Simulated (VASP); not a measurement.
Crystal: Ba.

```
CELL_PARAMETERS angstrom
5.87175 0.00000 0.00000
-2.93587 5.08508 0.00000
0.00000 0.00000 6.66170
ATOMIC_POSITIONS crystal
Ba 0.22540 0.00000 0.33333
Ba 0.00000 0.22540 0.66667
Ba 0.77460 0.77460 0.00000
```

- Program: VASP 6.6.1
- Task: relaxation of cell and atoms
- Functional: r2SCAN
- Potentials or basis: VASP PAW PBE potentials, release 64 (Ba_sv)
- Cutoff: 600 eV
- k mesh: 3 × 3 × 4
- Occupations: gaussian, width 0.1 eV
- Spin: no spin polarisation

At the start: pressure 0.2 GPa; volume 66.30 Å³/atom.

Task: Where does the relaxation end?

Result: Over 13 steps the energy falls by 671.6 meV/atom and the volume is 60.81 Å³/atom (-8.3 %); space group P3_121 (No. 152, to 0.1 Å) before and after.

The path:
| step | energy change (eV) | largest force (eV/Å) | pressure (GPa) | volume (Å³) |
| --- | --- | --- | --- | --- |
| 1 | 0.0000 | 1.7908 | 0.19 | 198.91 |
| 2 | -0.4828 | 1.2933 | -0.49 | 201.05 |
| 3 | -1.1609 | 0.5934 | -0.78 | 204.83 |
| 4 | -1.5704 | 0.0782 | -0.54 | 207.28 |
| 5 | -1.5782 | 0.1078 | -0.49 | 207.18 |
| 6 | -1.5903 | 0.1429 | -0.38 | 206.80 |
| 7 | -1.6474 | 0.1355 | -0.18 | 205.36 |
| 8 | -1.8363 | 0.0260 | -0.25 | 199.99 |
| 9 | -1.8523 | 0.0058 | 0.45 | 180.70 |
| 10 | -2.0029 | 0.0164 | -0.30 | 191.53 |
| 11 | -1.9989 | 0.0086 | -0.35 | 193.12 |
| 12 | -2.0080 | 0.0154 | 0.25 | 176.00 |
| 13 | -2.0147 | 0.0129 | -0.01 | 182.43 |

Final structure:
```
Ba
1.0
     4.32092    0.00000    0.00000
    -2.16046    3.74203    0.00000
     0.00000    0.00000   11.28258
Ba
3
Cartesian
  0.0692 3.7420 3.7609
  -1.1148 1.9310 7.5217
  1.0456 1.8111 0.0000
```

Caveat: the k points lie up to 0.56 Å⁻¹ apart in the final cell; a cell axis changed by over 15 % at a fixed basis, so the end point is rough; the PAW data sets were made with another functional, which shifts forces and pressure a little.
